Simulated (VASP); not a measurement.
# SrO (kl) (P6_3/mmc) in VASP: further runs, part 2 of 2

VASP 6.6.1. The steps go on from the part before.

## (3) Relaxation of cell and atoms, LDA

This run uses another cell than the first one, of 20.40 Å³/atom, 1.063 times its volume.

INCAR reads:

```
ALGO     = Normal         # electronic algorithm
EDIFF    = 1E-6           # SCF threshold, eV
EDIFFG   = -0.002         # ionic threshold
ENCUT    = 600            # plane-wave cutoff, eV
GGA      = CA             # functional
IBRION   = 2              # ionic algorithm
ISIF     = 3              # what is computed and relaxed
ISMEAR   = 0              # smearing method
LASPH    = T              # aspherical terms in the spheres
LCHARG   = F              # write CHGCAR
LREAL    = F              # projectors in reciprocal space
LWAVE    = F              # write WAVECAR
NELM     = 100            # most SCF steps
NSW      = 100            # ionic steps
PREC     = Accurate       # precision mode
SIGMA    = 0.02           # smearing width, eV
```

KPOINTS reads:

```
k-points
0
Gamma
  9 9 6
```

POSCAR reads:

```
SrO
1.0
    4.2754662700      0.0000000000      0.0000000000
   -2.1377331300      3.7026624000      0.0000000000
    0.0000000000      0.0000000000      5.1555949900
Sr O
2 2
Direct
    0.3333333300      0.6666666700      0.7500000000
    0.6666666700      0.3333333300      0.2500000000
    0.3333333300      0.6666666700      0.2500000000
    0.6666666700      0.3333333300      0.7500000000
```

Potentials or basis: VASP PAW LDA potentials, release 64 (Sr_sv, O).

Started as:

```sh
cat potpaw_LDA.64/Sr_sv/POTCAR potpaw_LDA.64/O/POTCAR > POTCAR
mpirun -np 1 vasp_std > vasp.out
```

Run time: 4.4 min. Hardware: 1 thread of Intel Xeon Platinum 8559C (Emerald Rapids), shared host; peak memory 0.25 GiB.

It converged, with:

| Item | Value |
| --- | --- |
| Free energy | -26.4083 eV |
| Relaxed volume | 19.32 Å³/atom |
| Relaxed cell | a = 4.199 Å, b = 4.199 Å, c = 5.060 Å, α = 90.00°, β = 90.00°, γ = 120.00° |
| Space group after relaxing (to 0.05 Å) | P6_3/mmc (No. 194) |
| Energy gained by relaxing | 14.3 meV/atom |
| Ionic steps | 14 |
| Pressure after relaxing | 0.0 GPa |
| Band gap on the k mesh | 2.61 eV, direct |

Step by step:
| step | energy change (eV) | largest force (eV/Å) | pressure (GPa) | volume (Å³) |
| --- | --- | --- | --- | --- |
| 1 | 0.0000 | 0.0000 | -4.04 | 81.62 |
| 2 | -0.0480 | 0.0000 | 1.85 | 75.69 |
| 3 | -0.0573 | 0.0000 | 0.00 | 77.31 |
| 4 | -0.0572 | 0.0000 | -0.09 | 77.39 |
| 5 | -0.0573 | 0.0000 | -0.09 | 77.38 |
| 6 | -0.0573 | 0.0000 | -0.09 | 77.37 |
| 7 | -0.0573 | 0.0000 | 0.04 | 77.24 |
| 8 | -0.0573 | 0.0000 | 0.02 | 77.29 |
| 9 | -0.0573 | 0.0000 | 0.01 | 77.30 |
| 10 | -0.0573 | 0.0000 | -0.04 | 77.34 |
| 11 | -0.0573 | 0.0000 | -0.04 | 77.31 |
| 12 | -0.0573 | 0.0000 | -0.03 | 77.31 |
| 13 | -0.0573 | 0.0000 | -0.02 | 77.29 |
| 14 | -0.0573 | 0.0000 | 0.00 | 77.27 |

Final structure:
```
CELL_PARAMETERS angstrom
4.19933 0.00000 0.00000
-2.09966 3.63672 0.00000
0.00000 0.00000 5.05969
ATOMIC_POSITIONS crystal
Sr 0.33333 0.66667 0.75000
Sr 0.66667 0.33333 0.25000
O 0.33333 0.66667 0.25000
O 0.66667 0.33333 0.75000
```

Levels at points of the mesh, in eV from the valence-band top:
```csv
k point,band 13,band 14,band 15,band 16,band 17,band 18,band 19,band 20
"(0.00, 0.00, 0.00)",-0.94,-0.94,-0.23,0.00,2.61,6.11,6.11,7.32
"(0.00, 0.00, 0.50)",-1.20,-1.20,-1.20,-1.20,4.33,4.33,8.02,8.02
```

## (4) Single point, LDA

INCAR reads:

```
ALGO     = Normal         # electronic algorithm
EDIFF    = 1E-6           # SCF threshold, eV
ENCUT    = 520            # plane-wave cutoff, eV
GGA      = CA             # functional
ISIF     = 2              # what is computed and relaxed
ISMEAR   = 0              # smearing method
LASPH    = True           # aspherical terms in the spheres
LCHARG   = False          # write CHGCAR
LREAL    = False          # projectors in reciprocal space
LWAVE    = False          # write WAVECAR
NBANDS   = 24             # bands
NELM     = 100            # most SCF steps
PREC     = Accurate       # precision mode
SIGMA    = 0.02           # smearing width, eV
```

KPOINTS reads:

```
k-points
0
Gamma
  6 6 6
```

POSCAR reads:

```
SrO
1.0
    4.1897067685     -0.0000000028      0.0000000000
   -2.0948533818      3.6283924974      0.0000000000
    0.0000000000      0.0000000000      5.0497933329
Sr O
2 2
Direct
    0.3333333333      0.6666666667      0.7500000000
    0.6666666667      0.3333333333      0.2500000000
    0.3333333333      0.6666666667      0.2500000000
    0.6666666667      0.3333333333      0.7500000000
```

Potentials or basis: VASP PAW LDA potentials, release 64 (Sr_sv, O).

Started as:

```sh
cat potpaw_LDA.64/Sr_sv/POTCAR potpaw_LDA.64/O/POTCAR > POTCAR
mpirun -np 1 vasp_std > vasp.out
```

OUTCAR:

```text
EDIFF = 1E-6
   ENCUT = 520
   GGA = CA
   ISIF = 2
   ISMEAR = 0
   LASPH = True
   LREAL = False
   NELM = 100
   PREC = Accurate

 ion  position               nearest neighbor table
   1  0.333  0.667  0.750-   4 2.42   4 2.42   4 2.42   3 2.52   3 2.52   2 3.50   2 3.50   2 3.50
                             2 3.50   2 3.50   2 3.50
   2  0.667  0.333  0.250-   3 2.42   3 2.42   3 2.42   4 2.52   4 2.52   1 3.50   1 3.50   1 3.50
                             1 3.50   1 3.50   1 3.50
[... 855 lines left out ...]
  --------------------------------------------------------------------------------------
  -------------------------------------------------------------------------------------
  Total        0.3127963      0.3127963      0.3324457      0.0000000      0.0000000      0.0000000
  in kB        6.5283092      6.5283092      6.9384075      0.0000000      0.0000000      0.0000000
  external PRESSURE =       6.6650086 kB  Pullay stress =       0.0000000 kB

 VOLUME and BASIS-vectors are now :
 -----------------------------------------------------------------------------
  energy-cutoff  :      520.00
  volume of cell :       76.77
      direct lattice vectors                 reciprocal lattice vectors
     4.189706768 -0.000000003  0.000000000     0.238680188  0.137802071  0.000000000
    -2.094853382  3.628392497  0.000000000     0.000000000  0.275604142  0.000000000
     0.000000000  0.000000000  5.049793333     0.000000000  0.000000000  0.198027906

 POSITION                                       TOTAL-FORCE (eV/Angst)
 -----------------------------------------------------------------------------------
      0.00000      2.41893      3.78734        -0.000000      0.000000      0.000000
      2.09485      1.20946      1.26245         0.000000      0.000000      0.000000
      0.00000      2.41893      1.26245        -0.000000     -0.000000      0.000000
      2.09485      1.20946      3.78734        -0.000000     -0.000000      0.000000
 -----------------------------------------------------------------------------------
    total drift:                               -0.000000      0.000000     -0.000000

  FREE ENERGIE OF THE ION-ELECTRON SYSTEM (eV)
  ---------------------------------------------------
  free  energy   TOTEN  =       -26.3973833317 eV

  energy  without entropy=      -26.3973833317  energy(sigma->0) =      -26.39738333
```

OSZICAR:

```text
N       E                     dE             d eps       ncg     rms          rms(c)
DAV:   1     0.195831923377E+03    0.19583E+03   -0.16402E+04  1344   0.126E+03
DAV:   2    -0.182549981231E+02   -0.21409E+03   -0.19921E+03  1800   0.298E+02
DAV:   3    -0.317731551962E+02   -0.13518E+02   -0.13434E+02  2144   0.677E+01
DAV:   4    -0.321689136736E+02   -0.39576E+00   -0.39540E+00  1864   0.958E+00
DAV:   5    -0.321742488168E+02   -0.53351E-02   -0.53350E-02  1960   0.104E+00    0.279E+01
DAV:   6    -0.268660433498E+02    0.53082E+01   -0.24680E+01  1504   0.270E+01    0.332E+01
DAV:   7    -0.266232327799E+02    0.24281E+00   -0.19665E+00  1768   0.811E+00    0.197E+01
DAV:   8    -0.264139855356E+02    0.20925E+00   -0.69787E-01  1632   0.534E+00    0.353E+00
DAV:   9    -0.263960905840E+02    0.17895E-01   -0.59292E-02  1784   0.159E+00    0.516E-01
DAV:  10    -0.263977349738E+02   -0.16444E-02   -0.68299E-03  1624   0.523E-01    0.298E-01
DAV:  11    -0.263973440786E+02    0.39090E-03   -0.28352E-03  1784   0.316E-01    0.901E-02
DAV:  12    -0.263973959465E+02   -0.51868E-04   -0.30322E-04  1664   0.977E-02    0.551E-02
DAV:  13    -0.263973826872E+02    0.13259E-04   -0.41523E-05  1920   0.419E-02    0.220E-02
DAV:  14    -0.263973833317E+02   -0.64451E-06   -0.47209E-06  1696   0.129E-02
   1 F= -.26397383E+02 E0= -.26397383E+02  d E =-.422776E-32
```

It took 21 s on 1 thread of Intel Xeon Platinum 8559C (Emerald Rapids), shared host; peak memory 0.19 GiB.

What came out:

```
Free energy            : -26.3974 eV
Pressure               : 0.7 GPa
Band gap on the k mesh : 2.62 eV, direct
```

A k mesh can miss the band edges. A hybrid or GW would open this gap; LDA tends to underestimate it.

## (5) The runs side by side

```csv
task,cell,k mesh,cutoff (eV),gap on the mesh (eV),pressure (GPa)
single point,"a = 4.190, b = 4.190, c = 5.050 Å, angles 90.0, 90.0, 120.0°, 4 atoms",9 × 9 × 6,520,2.62,0.7
relaxation of cell and atoms,"relaxed from a = 4.275, b = 4.275, c = 5.156 Å, angles 90.0, 90.0, 120.0°, 4 atoms",9 × 9 × 6,600,2.61,0.0
single point,"a = 4.190, b = 4.190, c = 5.050 Å, angles 90.0, 90.0, 120.0°, 4 atoms",6 × 6 × 6,520,2.62,0.7
```

Alike in all rows: level LDA; potentials or basis VASP PAW LDA potentials, release 64 (Sr_sv, O); no spin polarisation; smearing gaussian 0.02 eV.

Absolute energies hang on the potentials; compare differences alone.
